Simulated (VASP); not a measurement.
# V (I4/mmm) in VASP: a series of runs

The runs below take V through single point, with PBE.

Everything below comes from runs of VASP 6.6.1. Logs are shortened: lines on timing, memory, paths and dates and some standing lists are left out, and cuts for length are marked.

## Step 1: The cell of the first run

It takes space group I4/mmm (No. 139, tetragonal). The conventional cell has a = 3.117 Å, b = 3.117 Å, c = 2.860 Å, α = 90.00°, β = 90.00°, γ = 90.00°. V (site symmetry 4/mmm) has 14 V at 2.63 to 3.12 Å within 3.5 Å.

## Step 2: Single point, PBE (biaxial strain in the a-b plane: +4.0 %, then relaxed in part)

File INCAR:

```
SYSTEM = V
PREC = Accurate
ENCUT = 520
EDIFF = 1E-7
ISMEAR = 0
SIGMA = 0.1
LREAL = .False.
LASPH = .True.
NELM = 60
ALGO = Fast
ISIF = 2
LWAVE = .False.
LCHARG = .False.
GGA = PE
NBANDS = 20
```

File KPOINTS:

```
Automatic mesh
0
Gamma
  18 18 18
  0 0 0
```

File POSCAR:

```
V
1.0
    3.1170621550      0.0000000000      0.0000000000
    0.0000000000      3.1170621550      0.0000000000
    0.0000000000      0.0000000000      2.8602374559
V
2
Direct
    0.0000000000      0.0000000000      0.0000000000
    0.5000000000      0.5000000000      0.5000000000
```

Potentials or basis: VASP PAW PBE potentials, release 64 (V_sv).

Run with:

```
$ cat potpaw_PBE.64/V_sv/POTCAR > POTCAR
$ mpirun -np 1 vasp_std > vasp.out
```

OUTCAR:

```text
SYSTEM = V
   PREC = Accurate
   ENCUT = 520
   EDIFF = 1E-7
   ISMEAR = 0
   LREAL = .False.
   LASPH = .True.
   NELM = 60
   ISIF = 2
   GGA = PE

 ion  position               nearest neighbor table
   1  0.000  0.000  0.000-   2 2.63   2 2.63   2 2.63   2 2.63   2 2.63   2 2.63   2 2.63   2 2.63

   2  0.500  0.500  0.500-   1 2.63   1 2.63   1 2.63   1 2.63   1 2.63   1 2.63   1 2.63   1 2.63

  LATTYP: Found a simple tetragonal cell.
 ALAT       =     3.1170621550
 C/A-ratio  =     0.9176068085

  Lattice vectors:

 A1 = (   3.1170621550,   0.0000000000,   0.0000000000)
 A2 = (   0.0000000000,   3.1170621550,   0.0000000000)
 A3 = (   0.0000000000,   0.0000000000,   2.8602374559)

Analysis of symmetry for initial positions (statically):
=====================================================================
 Subroutine PRICEL returns following result:

  LATTYP: Found a body centered tetragonal cell.
 ALAT       =     3.1170621550
 C/A-ratio  =     0.9176068085

  Lattice vectors:

 A1 = (  -1.5585310775,  -1.5585310775,  -1.4301187280)
 A2 = (   1.5585310775,   1.5585310775,  -1.4301187280)
 A3 = (   1.5585310775,  -1.5585310775,   1.4301187280)

   2 primitive cells build up your supercell.

 Routine SETGRP: Setting up the symmetry group for a
 simple tetragonal supercell.

 Subroutine GETGRP returns: Found 16 space group operations
 (whereof 16 operations were pure point group operations)
 out of a pool of 16 trial point group operations.

The static configuration has the point symmetry D_4h.

Analysis of symmetry for dynamics (positions and initial velocities):
=====================================================================
 Subroutine PRICEL returns following result:

  LATTYP: Found a body centered tetragonal cell.
 ALAT       =     3.1170621550
 C/A-ratio  =     0.9176068085

  Lattice vectors:

 A1 = (  -1.5585310775,  -1.5585310775,  -1.4301187280)
 A2 = (   1.5585310775,   1.5585310775,  -1.4301187280)
 A3 = (   1.5585310775,  -1.5585310775,   1.4301187280)

   2 primitive cells build up your supercell.

 Routine SETGRP: Setting up the symmetry group for a
 simple tetragonal supercell.

 Subroutine GETGRP returns: Found 16 space group operations
 (whereof 16 operations were pure point group operations)
 out of a pool of 16 trial point group operations.

The dynamic configuration has the point symmetry D_4h.

 Subroutine INISYM returns: Found 16 space group operations
 (whereof 16 operations are pure point group operations),
 and found     2 'primitive' translations

----------------------------------------------------------------------------------------

                                     Primitive cell

  volume of cell :      13.8951

  direct lattice vectors                    reciprocal lattice vectors
    -1.558531077 -1.558531077 -1.430118728     0.000000000 -0.320814905 -0.349621322
     1.558531077  1.558531077 -1.430118728     0.320814905  0.000000000 -0.349621322
     1.558531077 -1.558531077  1.430118728     0.320814905 -0.320814905  0.000000000

  length of vectors
     2.627408955  2.627408955  2.627408955     0.474507399  0.474507399  0.453700790

  position of ions in fractional coordinates (direct lattice)
     0.000000000  0.000000000  0.000000000

  ion indices of the primitive-cell ions
   primitive index   ion index
                 1           1

----------------------------------------------------------------------------------------

 KPOINTS: Automatic mesh

Automatic generation of k-mesh.
 Grid dimensions read from file:
 generate k-points for:   18   18   18

 Generating k-lattice:

  Cartesian coordinates                     Fractional coordinates (reciprocal lattice)
     0.017823050  0.000000000  0.000000000     0.055555556  0.000000000  0.000000000
     0.000000000  0.017823050  0.000000000     0.000000000  0.055555556  0.000000000
     0.000000000  0.000000000  0.019423407     0.000000000  0.000000000  0.055555556

  Length of vectors
     0.017823050  0.017823050  0.019423407

  Shift w.r.t. Gamma in fractional coordinates (k-lattice)
     0.000000000  0.000000000  0.000000000

 Subroutine IBZKPT returns following result:
 ===========================================

 Found    550 irreducible k-points:

 Following reciprocal coordinates:
            Coordinates               Weight
  0.000000  0.000000  0.000000      1.000000
  0.055556  0.000000  0.000000      4.000000
  0.111111  0.000000  0.000000      4.000000
  0.166667  0.000000  0.000000      4.000000
  0.222222  0.000000  0.000000      4.000000
  0.277778  0.000000  0.000000      4.000000
[... 16 lines left out ...]
  0.277778  0.111111  0.000000      8.000000
  0.333333  0.111111  0.000000      8.000000
 [... further k-points ...]
   k-points           NKPTS =    550   k-points in BZ     NKDIM =    550   number of bands    NBANDS=     20
   number of dos      NEDOS =    301   number of ions     NIONS =      2
   total plane-waves  NPLWV =  13824
   dimension x,y,z NGX =    24 NGY =   24 NGZ =   24
   dimension x,y,z NGXF=    48 NGYF=   48 NGZF=   48
   ions per type =               2
   NGX,Y,Z   is equivalent  to a cutoff of  12.80, 12.80, 13.95 a.u.
   NGXF,Y,Z  is equivalent  to a cutoff of  25.60, 25.60, 27.90 a.u.
 SYSTEM =  V
   PREC   = accura    normal or accurate (medium, high low for compatibility)
   ISTART =      0    job   : 0-new  1-cont  2-samecut
   ICHARG =      2    charge: 1-file 2-atom 10-const
   ISPIN  =      1    spin polarized calculation?
   LNONCOLLINEAR =      F non collinear calculations
   LSORBIT =      F    spin-orbit coupling
   LASPH  =      T    aspherical Exc in radial PAW
   ENCUT  =  520.0 eV  38.22 Ry    6.18 a.u.   5.80  5.80  5.32*2*pi/ulx,y,z
   NELM   =     60;   NELMIN=  2; NELMDL= -5     # of ELM steps
   EDIFF  = 0.1E-06   stopping-criterion for ELM
   LREAL  =      F    real-space projection
   EDIFFG = 0.1E-05   stopping-criterion for IOM
   NSW    =      0    number of steps for IOM
   IBRION =     -1    ionic relax: 0-MD 1-quasi-New 2-CG
   NFREE  =      0    steps in history (QN), initial steepest desc. (CG)
   ISIF   =      2    stress and relaxation
   ISYM   =      2    0-nonsym 1-usesym 2-fastsym
   POTIM  = 0.5000    time-step for ionic-motion
   TEBEG  =    0.0;   TEEND  =   0.0 temperature during run
   PSTRESS=    0.0 pullay stress
   NELECT =      26.0000    total number of electrons
   NUPDOWN=      -1.0000    fix difference up-down
   EMIN   =  10.00;   EMAX   =-10.00  energy-range for DOS
   EFERMI =   0.00;   METHOD = LEGACY
   ISMEAR =     0;   SIGMA  =   0.10  broadening in eV -4-tet -1-fermi 0-gaus
   EFERMI_NEDOS =   21; number of points for ismear=-14 and -15
   IALGO  =     68    algorithm
   IMIX   =      4    mixing-type and parameters
     AMIX     =   0.40;   BMIX     =  1.00
     AMIX_MAG =   1.60;   BMIX_MAG =  1.00
  volume/ion in A,a.u.               =      13.90        93.77
  Fermi-wavevector in a.u.,A,eV,Ry     =   1.601161  3.025755 34.881471  2.563716
  Thomas-Fermi vector in A             =   2.698183
   LORBIT       =      0    0 simple, 1 ext, 2 COOP (PROOUT), +10 PAW based schemes
   GGA     = PE    functional components
   LHFCALC =     F    Hartree Fock is set to
   AEXX    =    0.0000 exact exchange contribution
   IVDW    =     0    specifies the selected vdW correction
   LEPSILON=     F    determine dielectric tensor
   LRPA    =     F    only Hartree local field effects (RPA)
 non-spin polarized calculation
 RMM-DIIS sequential band-by-band and
 Gauss-broadening in eV      SIGMA  =   0.10
  energy-cutoff  :      520.00
  volume of cell :       27.79
 maximum number of plane-waves:       772
 NGX is ok and might be reduce to    24
   NGX = 11   NGY = 11   NGZ = 11

 number of electron      26.0000002 magnetization

 Free energy of the ion-electron system (eV)
  ---------------------------------------------------
  ext. energy  EPLUGINS =         0.00000000
  ---------------------------------------------------
  free energy    TOTEN  =       -17.93509128 eV

  energy without entropy =      -17.91597231  energy(sigma->0) =      -17.92553180

 E-fermi :   9.3482     XC(G=0): -12.7350

 val. band max:        9.3469363637   @ k =   0.2778   0.0556   0.5000
 cond. band min:       9.3498208387   @ k =   0.1111   0.0000   0.3889
 fundamental gap:      0.0028844750
 Fermi energy:         9.3482241758

 k-point     1 :       0.0000    0.0000    0.0000
  band No.  band energies     occupation
      1     -54.4251      2.00000
      2     -54.1344      2.00000
      3     -28.3656      2.00000
      4     -28.3656      2.00000
      5     -28.2437      2.00000
      6     -27.7804      2.00000
[... 12 lines left out ...]
     19      13.0280      0.00000
     20      18.3282      0.00000

 k-point     2 :       0.0556    0.0000    0.0000
  band No.  band energies     occupation
      1     -54.4226      2.00000
      2     -54.1364      2.00000
      3     -28.3645      2.00000
      4     -28.3610      2.00000
      5     -28.2400      2.00000
      6     -27.7838      2.00000
[... 12 lines left out ...]
     19      12.9195      0.00000
     20      18.0778      0.00000

 k-point     3 :       0.1111    0.0000    0.0000
  band No.  band energies     occupation
      1     -54.4154      2.00000
      2     -54.1422      2.00000
      3     -28.3610      2.00000
      4     -28.3471      2.00000
      5     -28.2291      2.00000
      6     -27.8014      2.00000
[... 12 lines left out ...]
     19      12.7574      0.00000
     20      17.4249      0.00000

 k-point     4 :       0.1667    0.0000    0.0000
  band No.  band energies     occupation
      1     -54.4036      2.00000
      2     -54.1518      2.00000
      3     -28.3542      2.00000
      4     -28.3246      2.00000
      5     -28.2113      2.00000
      6     -27.8392      2.00000
[... 429 lines left out ...]
 k-point    23 :       0.2778    0.1111    0.0000
  band No.  band energies     occupation
      1     -54.3616      2.00000
      2     -54.1859      2.00000
      3     -28.3982      2.00000
      4     -28.1729      2.00000
      5     -28.1478      2.00000
      6     -28.0431      2.00000
[... 12 lines left out ...]
     19      12.6582      0.00000
     20      15.0272      0.00000

 k-point    24 :       0.3333    0.1111    0.0000
  band No.  band energies     occupation
      1     -54.3407      2.00000
      2     -54.2040      2.00000
      3     -28.3837      2.00000
      4     -28.1250      2.00000
      5     -28.1157      2.00000
      6     -28.1081      2.00000
[... 12 lines left out ...]
     19      12.4790      0.00000
     20      14.1599      0.00000

 [... further k-points ...]

------------------------ aborting loop because EDIFF is reached ----------------------------------------

  FORCE on cell =-STRESS in cart. coord.  units (eV):
  Direction    XX          YY          ZZ          XY          YZ          ZX
  --------------------------------------------------------------------------------------
  -------------------------------------------------------------------------------------
  Total       -1.2686765     -1.2686765      0.0347253      0.0000000      0.0000000     -0.0000000
  in kB      -73.1422740    -73.1422740      2.0019980      0.0000000      0.0000000     -0.0000000
  external PRESSURE =     -48.0941833 kB  Pullay stress =       0.0000000 kB

 VOLUME and BASIS-vectors are now :
 -----------------------------------------------------------------------------
  energy-cutoff  :      520.00
  volume of cell :       27.79
      direct lattice vectors                 reciprocal lattice vectors
     3.117062155  0.000000000  0.000000000     0.320814905  0.000000000  0.000000000
     0.000000000  3.117062155  0.000000000     0.000000000  0.320814905  0.000000000
     0.000000000  0.000000000  2.860237456     0.000000000  0.000000000  0.349621322

 POSITION                                       TOTAL-FORCE (eV/Angst)
 -----------------------------------------------------------------------------------
      0.00000      0.00000      0.00000        -0.000000      0.000000     -0.000000
      1.55853      1.55853      1.43012         0.000000      0.000000      0.000000
 -----------------------------------------------------------------------------------
    total drift:                                0.000000      0.000000     -0.000000

  FREE ENERGIE OF THE ION-ELECTRON SYSTEM (eV)
  ---------------------------------------------------
  free  energy   TOTEN  =       -17.9350912848 eV

  energy  without entropy=      -17.9159723084  energy(sigma->0) =      -17.92553180
```

Wall time 2.8 min (1 thread of Intel Xeon Platinum 8259CL at 2.50GHz (Skylake/Cascade Lake), shared host); peak memory 0.33 GiB.

What came out:

```
Free energy            : -17.9351 eV
Pressure               : -4.8 GPa
Band gap on the k mesh : zero (bands 13 and 14 overlap by 2.77 eV)
```

Caveat: the cell differs from its parent crystal (biaxial strain in the a-b plane: +4.0 %, then relaxed in part); the stress differs along the axes, from -7 to 0 GPa.

## Step 3: Single point, PBE (biaxial strain in the a-b plane: +6.0 %, then relaxed in part)

File INCAR:

```
ALGO     = Fast           # electronic algorithm
EDIFF    = 1E-7           # SCF threshold, eV
ENCUT    = 520            # plane-wave cutoff, eV
GGA      = PE             # functional
ISIF     = 2              # what is computed and relaxed
ISMEAR   = 0              # smearing method
LASPH    = True           # aspherical terms in the spheres
LCHARG   = False          # write CHGCAR
LREAL    = False          # projectors in reciprocal space
LWAVE    = False          # write WAVECAR
NBANDS   = 20             # bands
NELM     = 100            # most SCF steps
PREC     = Accurate       # precision mode
SIGMA    = 0.1            # smearing width, eV
```

File KPOINTS:

```
k-points
0
Gamma
  18 18 18
```

File POSCAR:

```
V
1.0
    3.1770056580      0.0000000000      0.0000000000
    0.0000000000      3.1770056580      0.0000000000
    0.0000000000      0.0000000000      2.7974545553
V
2
Direct
    0.0000000000      0.0000000000      0.0000000000
    0.5000000000      0.5000000000      0.5000000000
```

Potentials or basis: VASP PAW PBE potentials, release 64 (V_sv).

Run with:

```
$ cat potpaw_PBE.64/V_sv/POTCAR > POTCAR
$ mpirun -np 1 vasp_std > vasp.out
```

Wall time 3 min (1 thread of Intel Xeon Platinum 8259CL at 2.50GHz (Skylake/Cascade Lake), shared host); peak memory 0.34 GiB.

The run converged. Its results:

| Property | Result |
| --- | --- |
| Free energy | -17.8771 eV |
| Pressure | -6.7 GPa |
| Band gap on the k mesh | zero (bands 13 and 14 overlap by 2.88 eV) |

Stress tensor (GPa, compression positive):
```
-10.15   0.00   0.00
  0.00 -10.15   0.00
  0.00   0.00   0.19
```

Levels at points of the mesh, in eV from the Fermi level:
```tsv
k point	band 11	band 12	band 13	band 14	band 15	band 16
(0.00, 0.00, 0.00)	-2.69	-0.26	0.77	0.77	1.51	2.71
(0.50, 0.00, 0.00)	-0.72	-0.72	0.54	0.54	1.36	1.36
(0.50, 0.50, 0.00)	-0.24	-0.24	0.79	0.79	1.43	1.43
(0.00, 0.00, 0.50)	-0.25	-0.25	0.32	0.32	0.32	0.32
(0.50, 0.00, 0.50)	-1.43	-1.43	1.84	1.84	2.16	2.16
(0.50, 0.50, 0.50)	-1.32	-1.32	-0.75	-0.75	2.41	2.41
```

Caveat: the cell differs from its parent crystal (biaxial strain in the a-b plane: +6.0 %, then relaxed in part); the stress differs along the axes, from -10 to 0 GPa.
